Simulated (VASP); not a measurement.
# MgO (P1) in VASP: further runs

The runs below take MgO through single point, with PBEsol.

Program: VASP 6.6.1. These are calculated values, not measurements. Logs are shortened: lines on timing, memory, paths and dates and some standing lists are left out, and cuts for length are marked.

### 1 The cell of the first run

The typed cell holds 8 atoms: a = 4.344 Å, b = 4.096 Å, c = 4.060 Å, α = 92.59°, β = 86.95°, γ = 90.39°.

### 2 Single point, PBEsol (atoms moved at random and the cell strained at random)

The input, INCAR:

```
ALGO = Normal
EDIFF = 1E-6
ENCUT = 520
GGA = PS
ISIF = 2
ISMEAR = 0
LASPH = True
LCHARG = False
LREAL = False
LWAVE = False
NBANDS = 26
NELM = 60
PREC = Accurate
SIGMA = 0.05
```

The input, KPOINTS:

```
k-points
0
Gamma
  6 6 6
```

The input, POSCAR:

```
MgO
1.0
    4.3429469559      0.0130575033     -0.1115022686
   -0.0130575033     -4.0949985890      0.0921548852
    0.1115022686      0.0921548852     -4.0576524544
Mg O
4 4
Direct
    0.0062748839      0.0142583530     -0.0184815754
    0.5066630113      0.4993729374      0.0015261220
    0.4914353994     -0.0069033525      0.4839021802
    0.0033102801      0.4946061611      0.5169053747
    0.5001631421     -0.0171658317     -0.0107991841
   -0.0060420645      0.5135290446      0.0153977462
   -0.0127409797      0.0154555861      0.5084821071
    0.5109363276      0.4868471021      0.5030672293
```

Potentials or basis: VASP PAW PBE potentials, release 64 (Mg, O).

Started as:

```bash
> cat potpaw_PBE.64/Mg/POTCAR potpaw_PBE.64/O/POTCAR > POTCAR
> mpirun -np 1 vasp_std > vasp.out
```

OUTCAR:

```text
EDIFF = 1E-6
   ENCUT = 520
   GGA = PS
   ISIF = 2
   ISMEAR = 0
   LASPH = True
   LREAL = False
   NELM = 60
   PREC = Accurate

 ion  position               nearest neighbor table
   1  0.006  0.014  0.982-   7 1.93   6 2.04   6 2.06   7 2.14   5 2.15   5 2.20   4 2.78   4 2.79
                             3 2.84   4 2.86   2 2.94   2 2.95   3 2.95   3 3.01   2 3.02   2 3.05
   2  0.507  0.499  0.002-   5 1.98   8 2.02   8 2.04   5 2.11   6 2.12   6 2.23   3 2.75   4 2.84
                             3 2.89   3 2.91   1 2.94   4 2.95   1 2.95   3 2.99   1 3.02   4 3.02
   3  0.491  0.993  0.484-   5 2.01   8 2.02   5 2.06   8 2.08   7 2.16   7 2.19   2 2.75   1 2.84
                             2 2.89   2 2.91   4 2.94   1 2.95   4 2.96   2 2.99   1 3.01   4 3.02
   4  0.003  0.495  0.517-   7 1.96   6 2.02   6 2.04   7 2.14   8 2.14   8 2.20   1 2.78   1 2.79
                             2 2.84   1 2.86   3 2.94   2 2.95   3 2.96   2 3.02   3 3.02   3 3.04
   5  0.500  0.983  0.989-   2 1.98   3 2.01   3 2.06   2 2.11   1 2.15   1 2.20
   6  0.994  0.514  0.015-   4 2.02   4 2.04   1 2.04   1 2.06   2 2.12   2 2.23
   7  0.987  0.015  0.508-   1 1.93   4 1.96   1 2.14   4 2.14   3 2.16   3 2.19
   8  0.511  0.487  0.503-   2 2.02   3 2.02   2 2.04   3 2.08   4 2.14   4 2.20

  LATTYP: Found a triclinic cell.
 ALAT       =     4.0602301313
 B/A-ratio  =     1.0699880489
 C/A-ratio  =     1.0088236568
 COS(alpha) =     0.0067690180
 COS(beta)  =     0.0452628040
 COS(gamma) =     0.0531705693

  Lattice vectors:

 A1 = (  -0.1115022686,  -0.0921548852,   4.0576524544)
 A2 = (  -4.3429469559,  -0.0130575033,   0.1115022686)
 A3 = (  -0.0130575033,  -4.0949985890,   0.0921548852)

Analysis of symmetry for initial positions (statically):
=====================================================================
 Subroutine PRICEL returns:
 Original cell was already a primitive cell.

 Routine SETGRP: Setting up the symmetry group for a
 triclinic supercell.

 Subroutine GETGRP returns: Found  1 space group operations
 (whereof  1 operations were pure point group operations)
 out of a pool of  2 trial point group operations.

The static configuration has the point symmetry C_1 .

Analysis of symmetry for dynamics (positions and initial velocities):
=====================================================================
 Subroutine PRICEL returns:
 Original cell was already a primitive cell.

 Routine SETGRP: Setting up the symmetry group for a
 triclinic supercell.

 Subroutine GETGRP returns: Found  1 space group operations
 (whereof  1 operations were pure point group operations)
 out of a pool of  2 trial point group operations.

The dynamic configuration has the point symmetry C_1 .

 Subroutine INISYM returns: Found  1 space group operations
 (whereof  1 operations are pure point group operations),
 and found     1 'primitive' translations

----------------------------------------------------------------------------------------

                                     Primitive cell

  volume of cell :      72.0745

  direct lattice vectors                    reciprocal lattice vectors
     4.342946956  0.013057503 -0.111502269     0.230422399 -0.000592544  0.006318435
    -0.013057503 -4.094998589  0.092154885     0.000592544 -0.244326727 -0.005532714
     0.111502269  0.092154885 -4.057652454    -0.006318435 -0.005532714 -0.246747201

  length of vectors
     4.344397716  4.096056209  4.060230131     0.230509774  0.244390081  0.246890087

  position of ions in fractional coordinates (direct lattice)
     0.006274884  0.014258353  0.981518425
     0.506663011  0.499372937  0.001526122
     0.491435399  0.993096648  0.483902180
     0.003310280  0.494606161  0.516905375
     0.500163142  0.982834168  0.989200816
     0.993957935  0.513529045  0.015397746
     0.987259020  0.015455586  0.508482107
     0.510936328  0.486847102  0.503067229

  ion indices of the primitive-cell ions
   primitive index   ion index
                 1           1
                 2           2
                 3           3
                 4           4
                 5           5
                 6           6
                 7           7
                 8           8

----------------------------------------------------------------------------------------

 KPOINTS: k-points

Automatic generation of k-mesh.
 Grid dimensions read from file:
 generate k-points for:    6    6    6

 Generating k-lattice:

  Cartesian coordinates                     Fractional coordinates (reciprocal lattice)
     0.038403733 -0.000098757  0.001053073     0.166666667 -0.000000000  0.000000000
     0.000098757 -0.040721121 -0.000922119     0.000000000  0.166666667  0.000000000
    -0.001053073 -0.000922119 -0.041124534     0.000000000  0.000000000  0.166666667

  Length of vectors
     0.038418296  0.040731680  0.041148348

  Shift w.r.t. Gamma in fractional coordinates (k-lattice)
     0.000000000  0.000000000  0.000000000

 Subroutine IBZKPT returns following result:
 ===========================================

 Found    112 irreducible k-points:

 Following reciprocal coordinates:
            Coordinates               Weight
  0.000000  0.000000  0.000000      1.000000
  0.166667  0.000000  0.000000      2.000000
  0.333333  0.000000  0.000000      2.000000
  0.500000  0.000000  0.000000      1.000000
 -0.000000  0.166667  0.000000      2.000000
  0.166667  0.166667  0.000000      2.000000
[... 16 lines left out ...]
  0.333333  0.000000  0.166667      2.000000
  0.500000 -0.000000  0.166667      2.000000
 [... further k-points ...]
   k-points           NKPTS =    112   k-points in BZ     NKDIM =    112   number of bands    NBANDS=     26
   number of dos      NEDOS =    301   number of ions     NIONS =      8
   total plane-waves  NPLWV =  28800
   dimension x,y,z NGX =    32 NGY =   30 NGZ =   30
   dimension x,y,z NGXF=    64 NGYF=   60 NGZF=   60
   ions per type =               4   4
   NGX,Y,Z   is equivalent  to a cutoff of  12.25, 12.18, 12.28 a.u.
   NGXF,Y,Z  is equivalent  to a cutoff of  24.49, 24.35, 24.57 a.u.
 SYSTEM =  unknown system
   PREC   = accura    normal or accurate (medium, high low for compatibility)
   ISTART =      0    job   : 0-new  1-cont  2-samecut
   ICHARG =      2    charge: 1-file 2-atom 10-const
   ISPIN  =      1    spin polarized calculation?
   LNONCOLLINEAR =      F non collinear calculations
   LSORBIT =      F    spin-orbit coupling
   LASPH  =      T    aspherical Exc in radial PAW
   ENCUT  =  520.0 eV  38.22 Ry    6.18 a.u.   8.08  7.62  7.55*2*pi/ulx,y,z
   NELM   =     60;   NELMIN=  2; NELMDL= -5     # of ELM steps
   EDIFF  = 0.1E-05   stopping-criterion for ELM
   LREAL  =      F    real-space projection
   EDIFFG = 0.1E-04   stopping-criterion for IOM
   NSW    =      0    number of steps for IOM
   IBRION =     -1    ionic relax: 0-MD 1-quasi-New 2-CG
   NFREE  =      0    steps in history (QN), initial steepest desc. (CG)
   ISIF   =      2    stress and relaxation
   ISYM   =      2    0-nonsym 1-usesym 2-fastsym
   POTIM  = 0.5000    time-step for ionic-motion
   TEBEG  =    0.0;   TEEND  =   0.0 temperature during run
   PSTRESS=    0.0 pullay stress
   NELECT =      32.0000    total number of electrons
   NUPDOWN=      -1.0000    fix difference up-down
   EMIN   =  10.00;   EMAX   =-10.00  energy-range for DOS
   EFERMI =   0.00;   METHOD = LEGACY
   ISMEAR =     0;   SIGMA  =   0.05  broadening in eV -4-tet -1-fermi 0-gaus
   EFERMI_NEDOS =   21; number of points for ismear=-14 and -15
   IALGO  =     38    algorithm
   IMIX   =      4    mixing-type and parameters
     AMIX     =   0.40;   BMIX     =  1.00
     AMIX_MAG =   1.60;   BMIX_MAG =  1.00
  volume/ion in A,a.u.               =       9.01        60.80
  Fermi-wavevector in a.u.,A,eV,Ry     =   1.248909  2.360096 21.222016  1.559774
  Thomas-Fermi vector in A             =   2.382974
   LORBIT       =      0    0 simple, 1 ext, 2 COOP (PROOUT), +10 PAW based schemes
   GGA     = PS    functional components
   LHFCALC =     F    Hartree Fock is set to
   AEXX    =    0.0000 exact exchange contribution
   IVDW    =     0    specifies the selected vdW correction
   LEPSILON=     F    determine dielectric tensor
   LRPA    =     F    only Hartree local field effects (RPA)
 non-spin polarized calculation
 Gauss-broadening in eV      SIGMA  =   0.05
  energy-cutoff  :      520.00
  volume of cell :       72.07
 maximum number of plane-waves:      1956
   NGX = 17   NGY = 15   NGZ = 15

 number of electron      31.9999995 magnetization

 Free energy of the ion-electron system (eV)
  ---------------------------------------------------
  ext. energy  EPLUGINS =         0.00000000
  ---------------------------------------------------
  free energy    TOTEN  =       -49.41032471 eV

  energy without entropy =      -49.41032471  energy(sigma->0) =      -49.41032471

 E-fermi :   3.8416     XC(G=0): -11.4800

 val. band max:        3.6129825518   @ k =   0.0000   0.0000   0.0000
 cond. band min:       8.1947487574   @ k =   0.0000   0.0000   0.0000
 fundamental gap:      4.5817662056
 Fermi energy:         3.8415504517

 k-point     1 :       0.0000    0.0000    0.0000
  band No.  band energies     occupation
      1     -14.0525      2.00000
      2     -12.4808      2.00000
      3     -12.3004      2.00000
      4     -12.2728      2.00000
      5      -1.0963      2.00000
      6      -0.8595      2.00000
[... 18 lines left out ...]
     25      16.8705      0.00000
     26      16.9878      0.00000

 k-point     2 :       0.1667    0.0000    0.0000
  band No.  band energies     occupation
      1     -13.9576      2.00000
      2     -12.5971      2.00000
      3     -12.2905      2.00000
      4     -12.2636      2.00000
      5      -0.8948      2.00000
      6      -0.7373      2.00000
[... 18 lines left out ...]
     25      16.6749      0.00000
[... 608 lines left out ...]
     25      15.9868      0.00000
     26      16.6055      0.00000

 k-point    24 :       0.5000   -0.0000    0.1667
  band No.  band energies     occupation
      1     -13.2956      2.00000
      2     -13.1574      2.00000
      3     -12.3433      2.00000
      4     -12.2636      2.00000
      5      -0.0803      2.00000
      6       0.0381      2.00000
[... 18 lines left out ...]
     25      16.4053      0.00000
     26      16.5846      0.00000

 [... further k-points ...]
[... 5 lines left out ...]
  --------------------------------------------------------------------------------------
  -------------------------------------------------------------------------------------
  Total       -0.8157186      5.5036883      6.8555552     -0.7007162      3.2222481      3.4331982
  in kB      -18.1329762    122.3439596    152.3952152    -15.5765348     71.6288012     76.3181040
  external PRESSURE =      85.5353996 kB  Pullay stress =       0.0000000 kB

 VOLUME and BASIS-vectors are now :
 -----------------------------------------------------------------------------
  energy-cutoff  :      520.00
  volume of cell :       72.07
      direct lattice vectors                 reciprocal lattice vectors
     4.342946956  0.013057503 -0.111502269     0.230422399 -0.000592544  0.006318435
    -0.013057503 -4.094998589  0.092154885     0.000592544 -0.244326727 -0.005532714
     0.111502269  0.092154885 -4.057652454    -0.006318435 -0.005532714 -0.246747201

 POSITION                                       TOTAL-FORCE (eV/Angst)
 -----------------------------------------------------------------------------------
      0.13651      0.03215     -3.98205        -0.304138      0.453948     -1.414109
      2.19406     -2.03818     -0.01667        -0.036609      0.371937     -0.011072
      2.17527     -4.01572     -1.92678         0.452648      0.036993     -0.456958
      0.06555     -1.97773     -2.05221        -0.235568     -0.742165      0.634188
      2.26965     -3.92701     -3.97903        -0.306760     -0.924634     -0.180126
      4.31172     -2.08850     -0.12598         0.459998      0.338338      0.352659
      4.34411     -0.00354     -2.17190         0.658442      0.866137      0.910866
      2.26871     -1.94061     -2.05338        -0.688013     -0.400554      0.164552
 -----------------------------------------------------------------------------------
    total drift:                               -0.000198      0.000031      0.000113

  FREE ENERGIE OF THE ION-ELECTRON SYSTEM (eV)
  ---------------------------------------------------
  free  energy   TOTEN  =       -49.4103247076 eV

  energy  without entropy=      -49.4103247076  energy(sigma->0) =      -49.41032471
```

Wall time 5.5 min (1 thread of AMD EPYC 7R13, shared host); peak memory 0.26 GiB.

Results:

```
Free energy            : -49.4103 eV
Pressure               : 8.6 GPa
Largest force          : 1.516 eV/Å
Band gap on the k mesh : 4.58 eV
```

Forces on the atoms (eV/Å):
```
Mg  -0.304  0.454 -1.414
Mg  -0.037  0.372 -0.011
Mg   0.453  0.037 -0.457
Mg  -0.236 -0.742  0.634
O   -0.307 -0.925 -0.180
O    0.460  0.338  0.353
O    0.658  0.866  0.911
O   -0.688 -0.401  0.165
```

Levels at points of the mesh, in eV from the valence-band top:
```csv
k point,band 13,band 14,band 15,band 16,band 17,band 18,band 19,band 20
"(0.00, 0.00, 0.00)",-1.17,-0.57,-0.22,0.00,4.58,8.36,8.43,8.92
"(0.50, 0.00, 0.00)",-1.26,-1.11,-0.71,-0.64,7.74,8.16,10.37,10.86
"(0.00, 0.50, 0.00)",-1.37,-1.36,-0.73,-0.73,7.84,7.90,10.53,10.64
"(0.50, 0.50, 0.00)",-1.07,-1.03,-0.96,-0.93,8.76,8.83,9.51,9.62
"(0.00, 0.00, 0.50)",-1.25,-1.19,-0.94,-0.91,7.87,7.89,10.19,10.39
"(0.50, 0.00, 0.50)",-1.22,-1.19,-0.79,-0.69,8.78,8.89,9.53,9.67
"(0.00, 0.50, 0.50)",-1.18,-0.98,-0.69,-0.63,9.12,9.24,9.30,9.51
"(0.50, 0.50, 0.50)",-0.85,-0.81,-0.71,-0.58,7.40,7.43,7.61,8.00
```

Caveat: the cell differs from its parent crystal (atoms moved at random and the cell strained at random); the PAW data sets were made with another functional, which shifts forces and pressure a little.

### 3 Single point, PBEsol

The input, INCAR:

```
SYSTEM = MgO
PREC = Accurate
ENCUT = 520
EDIFF = 1E-6
ISMEAR = 0
SIGMA = 0.05
LREAL = .False.
LASPH = .True.
NELM = 80
ALGO = Normal
ISIF = 2
LWAVE = .False.
LCHARG = .False.
GGA = PS
NBANDS = 26
```

The input, KPOINTS:

```
Automatic mesh
0
Gamma
  6 6 6
  0.5 0.5 0.5
```

POSCAR is that of step 2.

Potentials or basis: VASP PAW PBE potentials, release 64 (Mg, O).

Started as:

```bash
> cat potpaw_PBE.64/Mg/POTCAR potpaw_PBE.64/O/POTCAR > POTCAR
> mpirun -np 1 vasp_std > vasp.out
```

OUTCAR:

```text
SYSTEM = MgO
   PREC = Accurate
   ENCUT = 520
   EDIFF = 1E-6
   ISMEAR = 0
   LREAL = .False.
   LASPH = .True.
   NELM = 80
   ISIF = 2
   GGA = PS

 ion  position               nearest neighbor table
   1  0.006  0.014  0.982-   7 1.93   6 2.04   6 2.06   7 2.14   5 2.15   5 2.20   4 2.78   4 2.79
                             3 2.84   4 2.86   2 2.94   2 2.95   3 2.95   3 3.01   2 3.02   2 3.05
   2  0.507  0.499  0.002-   5 1.98   8 2.02   8 2.04   5 2.11   6 2.12   6 2.23   3 2.75   4 2.84
                             3 2.89   3 2.91   1 2.94   4 2.95   1 2.95   3 2.99   1 3.02   4 3.02
   3  0.491  0.993  0.484-   5 2.01   8 2.02   5 2.06   8 2.08   7 2.16   7 2.19   2 2.75   1 2.84
                             2 2.89   2 2.91   4 2.94   1 2.95   4 2.96   2 2.99   1 3.01   4 3.02
[... 920 lines left out ...]
  external PRESSURE =      85.5363172 kB  Pullay stress =       0.0000000 kB

 VOLUME and BASIS-vectors are now :
 -----------------------------------------------------------------------------
  energy-cutoff  :      520.00
  volume of cell :       72.07
      direct lattice vectors                 reciprocal lattice vectors
     4.342946956  0.013057503 -0.111502269     0.230422399 -0.000592544  0.006318435
    -0.013057503 -4.094998589  0.092154885     0.000592544 -0.244326727 -0.005532714
     0.111502269  0.092154885 -4.057652454    -0.006318435 -0.005532714 -0.246747201

 POSITION                                       TOTAL-FORCE (eV/Angst)
 -----------------------------------------------------------------------------------
      0.13651      0.03215     -3.98205        -0.304141      0.453947     -1.414099
      2.19406     -2.03818     -0.01667        -0.036619      0.371936     -0.011071
      2.17527     -4.01572     -1.92678         0.452649      0.036991     -0.456954
      0.06555     -1.97773     -2.05221        -0.235562     -0.742154      0.634190
      2.26965     -3.92701     -3.97903        -0.306762     -0.924642     -0.180131
      4.31172     -2.08850     -0.12598         0.460021      0.338340      0.352659
      4.34411     -0.00354     -2.17190         0.658438      0.866123      0.910858
      2.26871     -1.94061     -2.05338        -0.688024     -0.400540      0.164548
 -----------------------------------------------------------------------------------
    total drift:                               -0.000195      0.000014      0.000097

  FREE ENERGIE OF THE ION-ELECTRON SYSTEM (eV)
  ---------------------------------------------------
  free  energy   TOTEN  =       -49.4103318006 eV

  energy  without entropy=      -49.4103318006  energy(sigma->0) =      -49.41033180
```

It took 5 min on 1 thread of AMD EPYC 7R13, shared host; peak memory 0.26 GiB.

Results:

```
Free energy            : -49.4103 eV
Pressure               : 8.6 GPa
Largest force          : 1.516 eV/Å
Band gap on the k mesh : 5.08 eV
```

Forces in eV/Å, atoms in the order of the input:
```
Mg  -0.304  0.454 -1.414
Mg  -0.037  0.372 -0.011
Mg   0.453  0.037 -0.457
Mg  -0.236 -0.742  0.634
O   -0.307 -0.925 -0.180
O    0.460  0.338  0.353
O    0.658  0.866  0.911
O   -0.688 -0.401  0.165
```

Caveat: the PAW data sets were made with another functional, which shifts forces and pressure a little. A k mesh can miss the band edges.
